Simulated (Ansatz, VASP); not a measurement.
**Two plane-wave programs on SnSe**

File INCAR:

```
SYSTEM = SnSe
PREC = Accurate
ENCUT = 600
EDIFF = 1E-7
ISMEAR = -1
SIGMA = 0.05
LREAL = .False.
LASPH = .True.
NELM = 100
ALGO = Normal
ISIF = 3
LWAVE = .False.
LCHARG = .False.
GGA = RP
IVDW = 12
IBRION = 2
NSW = 60
EDIFFG = -0.01
```

Contents of KPOINTS:

```
regular mesh
0
Gamma
  8 8 8
  0 0 0
```

Contents of POSCAR:

```
SnSe
1.0
    0.0000000000      3.0100000000      3.0100000000
    3.0100000000      0.0000000000      3.0100000000
    3.0100000000      3.0100000000      0.0000000000
Sn Se
1 1
Direct
    0.0000000000      0.0000000000      0.0000000000
    0.5000000000      0.5000000000      0.5000000000
```

File input.yaml:

```yaml
crystal:
  lattice:
    - [0.0, 3.01, 3.01]
    - [3.01, 0.0, 3.01]
    - [3.01, 3.01, 0.0]
  atoms:
    - { symbol: Sn, position: [0.0, 0.0, 0.0] }
    - { symbol: Se, position: [0.5, 0.5, 0.5] }
hamiltonian:
  xc: rpbe
  pseudopotentials: { kind: paw }
  dispersion: d3bj
kpoints:
  mp_grid: { grid: [8, 8, 8] }
scf:
  occupations: { method: fermi_dirac, width: 0.05 }
output:
  forces: true
  stress: true
relax:
  f_tol: 0.01
  max_steps: 40
  cell: { stress_tol: 0.05 }
```

Alike in both runs: task relaxation of cell and atoms; functional RPBE; dispersion D3(BJ); k mesh 8 × 8 × 8; occupations fermi-dirac, width 0.05 eV; no spin polarisation.

```csv
,VASP,Ansatz
version,VASP 6.6.1,Ansatz 0.2.0
potentials or method,"VASP PAW PBE potentials, release 64 (Sn_d, Se)",Ansatz PAW
plane-wave cutoff (eV),600,420
valence electrons in the cell,20,30
```

|  | VASP | Ansatz | Ansatz less VASP |
| --- | --- | --- | --- |
| relaxed volume (Å³/atom) | 22.30 | 22.29 | -0.019 |
| relaxed length of the cell vector where the two differ most in proportion (Å) | 3.981 | 3.980 | -0.0011 |

VASP's potentials were made for PBE, not for RPBE. VASP's potentials hold 20 valence electrons a cell and Ansatz's 30, so a difference there can come from the potentials and not from the codes.

Noted on VASP's run: the volume moved by over 15 % at a fixed basis, so the end points are rough. Noted on Ansatz's run: the volume moved by over 15 % at a fixed basis, so the end points are rough; the plane-wave basis is chosen anew once the cell has moved, so the energies of steps on either side of that aren't comparable.
